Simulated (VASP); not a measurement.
# CdO (Fm-3m) in VASP: notebook

Runs on CdO. Level: PBE. Tasks: electric field gradients.

All numbers are computed with VASP 6.6.1; they aren't measurements. Logs are shortened: lines on timing, memory, paths and dates and some standing lists are left out, and cuts for length are marked.

### Step 1. The cell of the first run

Symmetry: Fm-3m, No. 225, cubic system. The conventional cell has a = 4.735 Å, b = 4.735 Å, c = 4.735 Å, α = 90.00°, β = 90.00°, γ = 90.00°. Cd (site symmetry m-3m) has 6 O at 2.37 Å within 3.1 Å. O (site symmetry m-3m) has 6 Cd at 2.37 Å within 3.1 Å.

### Step 2. Electric field gradients, PBE (13.27 Å³/atom)

INCAR reads:

```
PREC = Accurate
ENCUT = 520
EDIFF = 1E-8
ISMEAR = -1
SIGMA = 0.02
LREAL = False
LASPH = True
NELM = 120
ALGO = Normal
ISIF = 2
LWAVE = False
LCHARG = False
GGA = PE
LEFG = True
NBANDS = 16
GGA_COMPAT = False
```

KPOINTS reads:

```
regular mesh
0
Gamma
  11 11 11
```

POSCAR reads:

```
CdO
1.0
    0.0000000000      2.3675570784      2.3675570784
    2.3675570784      0.0000000000      2.3675570784
    2.3675570784      2.3675570784      0.0000000000
Cd O
1 1
Direct
    0.0000000000      0.0000000000      0.0000000000
    0.5000000000      0.5000000000      0.5000000000
```

Potentials or basis: VASP PAW PBE potentials, release 64 (Cd, O).

Launch:

```
$ cat potpaw_PBE.64/Cd/POTCAR potpaw_PBE.64/O/POTCAR > POTCAR
$ mpirun -np 1 vasp_std > vasp.out
```

OUTCAR:

```text
PREC = Accurate
   ENCUT = 520
   EDIFF = 1E-8
   ISMEAR = -1
   LREAL = False
   LASPH = True
   NELM = 120
   ISIF = 2
   GGA = PE

 ion  position               nearest neighbor table
   1  0.000  0.000  0.000-   2 2.37   2 2.37   2 2.37   2 2.37   2 2.37   2 2.37
   2  0.500  0.500  0.500-   1 2.37   1 2.37   1 2.37   1 2.37   1 2.37   1 2.37

  LATTYP: Found a face centered cubic cell.
 ALAT       =     4.7351141568

  Lattice vectors:

 A1 = (   0.0000000000,   2.3675570784,   2.3675570784)
 A2 = (   2.3675570784,   0.0000000000,   2.3675570784)
 A3 = (   2.3675570784,   2.3675570784,   0.0000000000)

Analysis of symmetry for initial positions (statically):
=====================================================================
 Subroutine PRICEL returns:
 Original cell was already a primitive cell.

 Routine SETGRP: Setting up the symmetry group for a
 face centered cubic supercell.

 Subroutine GETGRP returns: Found 48 space group operations
 (whereof 48 operations were pure point group operations)
 out of a pool of 48 trial point group operations.

The static configuration has the point symmetry O_h .

Analysis of symmetry for dynamics (positions and initial velocities):
=====================================================================
 Subroutine PRICEL returns:
 Original cell was already a primitive cell.

 Routine SETGRP: Setting up the symmetry group for a
 face centered cubic supercell.

 Subroutine GETGRP returns: Found 48 space group operations
 (whereof 48 operations were pure point group operations)
 out of a pool of 48 trial point group operations.

The dynamic configuration has the point symmetry O_h .

 Subroutine INISYM returns: Found 48 space group operations
 (whereof 48 operations are pure point group operations),
 and found     1 'primitive' translations

----------------------------------------------------------------------------------------

                                     Primitive cell

  volume of cell :      26.5419

  direct lattice vectors                    reciprocal lattice vectors
     0.000000000  2.367557078  2.367557078    -0.211188150  0.211188150  0.211188150
[... 122 lines left out ...]
   NGX = 13   NGY = 13   NGZ = 13

 number of electron      17.9999997 magnetization

 Free energy of the ion-electron system (eV)
  ---------------------------------------------------
  ext. energy  EPLUGINS =         0.00000000
  ---------------------------------------------------
  free energy    TOTEN  =        -7.71866704 eV

  energy without entropy =       -7.71851445  energy(sigma->0) =       -7.71859074

 E-fermi :   1.8709     XC(G=0): -11.5694

 val. band max:        1.8002549267   @ k =   0.4545   0.0000   0.0000
 cond. band min:       2.2759537097   @ k =   0.0909   0.0000   0.0000
 fundamental gap:      0.4756987829
 Fermi energy:         1.8708596790

 k-point     1 :       0.0000    0.0000    0.0000
  band No.  band energies     occupation
      1     -15.3753      2.00000
      2      -4.8405      2.00000
      3      -4.8405      2.00000
      4      -4.8405      2.00000
      5      -4.5490      2.00000
      6      -4.5490      2.00000
[... 433 lines left out ...]
      3      -5.1271      2.00000
      4      -5.0106      2.00000
      5      -4.6331      2.00000
      6      -4.3495      2.00000
[... 8 lines left out ...]
     15      20.6162      0.00000
     16      22.3991      0.00000

 [... further k-points ...]

------------------------ aborting loop because EDIFF is reached ----------------------------------------

  FORCE on cell =-STRESS in cart. coord.  units (eV):
  Direction    XX          YY          ZZ          XY          YZ          ZX
  --------------------------------------------------------------------------------------
  -------------------------------------------------------------------------------------
  Total        0.6733224      0.6733224      0.6733224      0.0000000      0.0000000      0.0000000
  in kB       40.6445477     40.6445477     40.6445477      0.0000000      0.0000000      0.0000000
  external PRESSURE =      40.6445477 kB  Pullay stress =       0.0000000 kB

 VOLUME and BASIS-vectors are now :
 -----------------------------------------------------------------------------
  energy-cutoff  :      520.00
  volume of cell :       26.54
      direct lattice vectors                 reciprocal lattice vectors
     0.000000000  2.367557078  2.367557078    -0.211188150  0.211188150  0.211188150
     2.367557078  0.000000000  2.367557078     0.211188150 -0.211188150  0.211188150
     2.367557078  2.367557078  0.000000000     0.211188150  0.211188150 -0.211188150

 POSITION                                       TOTAL-FORCE (eV/Angst)
 -----------------------------------------------------------------------------------
      0.00000      0.00000      0.00000         0.000000      0.000000     -0.000000
      2.36756      2.36756      2.36756        -0.000000     -0.000000      0.000000
 -----------------------------------------------------------------------------------
    total drift:                                0.000000      0.000000      0.000000

  FREE ENERGIE OF THE ION-ELECTRON SYSTEM (eV)
  ---------------------------------------------------
  free  energy   TOTEN  =        -7.7186670391 eV

  energy  without entropy=       -7.7185144472  energy(sigma->0) =       -7.71859074

 Electric field gradients (V/A^2)
---------------------------------------------------------------------
 ion       V_xx      V_yy      V_zz      V_xy      V_xz      V_yz
---------------------------------------------------------------------
   1       0.000    -0.000     0.000    -0.001    -0.001    -0.001
   2      -0.000    -0.000     0.000     0.000     0.000     0.000
---------------------------------------------------------------------

 Electric field gradients after diagonalization (V/A^2)
 (convention: |V_zz| > |V_xx| > |V_yy|)
----------------------------------------------------------------------
 ion       V_xx      V_yy      V_zz     asymmetry (V_yy - V_xx)/ V_zz
----------------------------------------------------------------------
   1       0.001     0.001    -0.002       0.000
   2      -0.000    -0.000     0.000       0.000
----------------------------------------------------------------------

           NMR quadrupolar parameters

 Cq : quadrupolar parameter    Cq=e*Q*V_zz/h
 eta: asymmetry parameters     (V_yy - V_xx)/ V_zz
 Q  : nuclear electric quadrupole moment in mb (millibarn)
----------------------------------------------------------------------
 ion       Cq(MHz)       eta       Q (mb)
----------------------------------------------------------------------
   1      -0.000       0.000       1.000
   2       0.000       0.000       1.000
----------------------------------------------------------------------
```

Wall time 29 s (1 thread of Intel Xeon Platinum 8375C at 2.90GHz (Ice Lake), shared host); peak memory 0.16 GiB.

What came out:

* Free energy: -7.7187 eV
* Pressure: 4.1 GPa
* Band gap on the k mesh: zero (bands 9 and 10 overlap by 0.45 eV)
* Largest electric field gradient by atom: zero within the noise of the run

Levels at points of the mesh, in eV from the Fermi level:
| k point | band 5 | band 6 | band 7 | band 8 | band 9 | band 10 | band 11 | band 12 | band 13 | band 14 |
| --- | --- | --- | --- | --- | --- | --- | --- | --- | --- | --- |
| (0.00, 0.00, 0.00) | -6.42 | -6.42 | -1.29 | -1.29 | -1.29 | -0.52 | 14.91 | 16.83 | 16.83 | 16.83 |

Caveat: the cell stands under pressure; semilocal functionals underestimate gaps, so a narrow gap can read as zero.

### Step 3. Electric field gradients, PBE (13.59 Å³/atom)

This run uses another cell than the first one, of 13.59 Å³/atom.

INCAR reads:

```
ALGO     = Normal         # electronic algorithm
EDIFF    = 1E-8           # SCF threshold, eV
ENCUT    = 520            # plane-wave cutoff, eV
GGA      = PE             # functional
GGA_COMPAT= F            
ISIF     = 2              # what is computed and relaxed
ISMEAR   = -1             # smearing method
LASPH    = T              # aspherical terms in the spheres
LCHARG   = F              # write CHGCAR
LEFG     = T            
LREAL    = F              # projectors in reciprocal space
LWAVE    = F              # write WAVECAR
NBANDS   = 16             # bands
NELM     = 120            # most SCF steps
PREC     = Accurate       # precision mode
SIGMA    = 0.02           # smearing width, eV
```

KPOINTS reads:

```
k-points
0
Gamma
  11 11 11
```

POSCAR reads:

```
CdO
1.0
    0.0000000000      2.3866511052      2.3866511052
    2.3866511052      0.0000000000      2.3866511052
    2.3866511052      2.3866511052      0.0000000000
Cd O
1 1
Direct
    0.0000000000      0.0000000000      0.0000000000
    0.5000000000      0.5000000000      0.5000000000
```

Potentials or basis: VASP PAW PBE potentials, release 64 (Cd, O).

Launch:

```
$ cat potpaw_PBE.64/Cd/POTCAR potpaw_PBE.64/O/POTCAR > POTCAR
$ mpirun -np 1 vasp_std > vasp.out
```

OUTCAR:

```text
EDIFF = 1E-8
   ENCUT = 520
   GGA = PE
   ISIF = 2
   ISMEAR = -1
   LASPH = T
   LREAL = F
   NELM = 120
   PREC = Accurate

 ion  position               nearest neighbor table
   1  0.000  0.000  0.000-   2 2.39   2 2.39   2 2.39   2 2.39   2 2.39   2 2.39
   2  0.500  0.500  0.500-   1 2.39   1 2.39   1 2.39   1 2.39   1 2.39   1 2.39

  LATTYP: Found a face centered cubic cell.
 ALAT       =     4.7733022104

  Lattice vectors:

 A1 = (   0.0000000000,   2.3866511052,   2.3866511052)
 A2 = (   2.3866511052,   0.0000000000,   2.3866511052)
 A3 = (   2.3866511052,   2.3866511052,   0.0000000000)

Analysis of symmetry for initial positions (statically):
=====================================================================
 Subroutine PRICEL returns:
 Original cell was already a primitive cell.

 Routine SETGRP: Setting up the symmetry group for a
 face centered cubic supercell.

 Subroutine GETGRP returns: Found 48 space group operations
[... 643 lines left out ...]
  volume of cell :       27.19
      direct lattice vectors                 reciprocal lattice vectors
     0.000000000  2.386651105  2.386651105    -0.209498573  0.209498573  0.209498573
     2.386651105  0.000000000  2.386651105     0.209498573 -0.209498573  0.209498573
     2.386651105  2.386651105  0.000000000     0.209498573  0.209498573 -0.209498573

 POSITION                                       TOTAL-FORCE (eV/Angst)
 -----------------------------------------------------------------------------------
      0.00000      0.00000      0.00000         0.000000     -0.000000      0.000000
      2.38665      2.38665      2.38665         0.000000      0.000000     -0.000000
 -----------------------------------------------------------------------------------
    total drift:                                0.000000      0.000000      0.000000

  FREE ENERGIE OF THE ION-ELECTRON SYSTEM (eV)
  ---------------------------------------------------
  free  energy   TOTEN  =        -7.7287786139 eV

  energy  without entropy=       -7.7286250657  energy(sigma->0) =       -7.72870184

 Electric field gradients (V/A^2)
---------------------------------------------------------------------
 ion       V_xx      V_yy      V_zz      V_xy      V_xz      V_yz
---------------------------------------------------------------------
   1      -0.000     0.000     0.000    -0.001    -0.001    -0.001
   2      -0.000     0.000    -0.000    -0.000    -0.000    -0.000
---------------------------------------------------------------------

 Electric field gradients after diagonalization (V/A^2)
 (convention: |V_zz| > |V_xx| > |V_yy|)
----------------------------------------------------------------------
 ion       V_xx      V_yy      V_zz     asymmetry (V_yy - V_xx)/ V_zz
----------------------------------------------------------------------
   1       0.001     0.001    -0.003       0.000
   2       0.000     0.000    -0.001       0.000
----------------------------------------------------------------------

           NMR quadrupolar parameters

 Cq : quadrupolar parameter    Cq=e*Q*V_zz/h
 eta: asymmetry parameters     (V_yy - V_xx)/ V_zz
 Q  : nuclear electric quadrupole moment in mb (millibarn)
----------------------------------------------------------------------
 ion       Cq(MHz)       eta       Q (mb)
----------------------------------------------------------------------
   1      -0.000       0.000       1.000
   2      -0.000       0.000       1.000
----------------------------------------------------------------------
```

OSZICAR:

```text
N       E                     dE             d eps       ncg     rms          rms(c)
DAV:   1     0.110520482372E+03    0.11052E+03   -0.10541E+04  1920   0.115E+03
DAV:   2    -0.645810840655E+01   -0.11698E+03   -0.10767E+03  2048   0.282E+02
DAV:   3    -0.955461351172E+01   -0.30965E+01   -0.30911E+01  2200   0.512E+01
DAV:   4    -0.956141470746E+01   -0.68012E-02   -0.68010E-02  2208   0.234E+00
DAV:   5    -0.956143455230E+01   -0.19845E-04   -0.19845E-04  2288   0.114E-01    0.995E+00
DAV:   6    -0.781070856660E+01    0.17507E+01   -0.51896E+00  2408   0.379E+01    0.873E+00
DAV:   7    -0.774930848373E+01    0.61400E-01   -0.71206E-01  1864   0.794E+00    0.429E+00
DAV:   8    -0.773158909599E+01    0.17719E-01   -0.10221E-01  1896   0.279E+00    0.704E-01
DAV:   9    -0.772865927714E+01    0.29298E-02   -0.68725E-03  2152   0.818E-01    0.120E-01
DAV:  10    -0.772873565539E+01   -0.76378E-04   -0.99362E-04  1992   0.306E-01    0.432E-02
DAV:  11    -0.772878203896E+01   -0.46384E-04   -0.55062E-05  1992   0.707E-02    0.148E-02
DAV:  12    -0.772877876355E+01    0.32754E-05   -0.73423E-06  2176   0.264E-02    0.549E-03
DAV:  13    -0.772877865778E+01    0.10578E-06   -0.48487E-07  1952   0.835E-03    0.160E-03
DAV:  14    -0.772877860788E+01    0.49897E-07   -0.10279E-07  2208   0.316E-03    0.553E-04
DAV:  15    -0.772877861392E+01   -0.60420E-08   -0.55261E-09  1240   0.703E-04
   1 F= -.77287786E+01 E0= -.77287018E+01  d E =-.153548E-03
```

stdout:

```text
POSCAR found type information on POSCAR CdO
 POSCAR found :  2 types and       2 ions
 scaLAPACK will be used
 LDA part: xc-table for (Slater+PW92), standard interpolation
 POSCAR, INCAR and KPOINTS ok, starting setup
 FFT: planning ... GRIDC
 FFT: planning ... GRID_SOFT
 FFT: planning ... GRID
 WAVECAR not read
 entering main loop
ion   1

ion   2
```

It took 29 s on 1 thread of Intel Xeon Platinum 8375C at 2.90GHz (Ice Lake), shared host; peak memory 0.17 GiB.

What came out:

```yaml
Free_energy: -7.7288 eV
Pressure: 0.8 GPa
Band_gap_on_the_k_mesh: zero (bands 9 and 10 overlap by 0.49 eV)
Largest_electric_field_gradient_by_atom: zero within the noise of the run
```

Caveat: semilocal functionals underestimate gaps, so a narrow gap can read as zero.
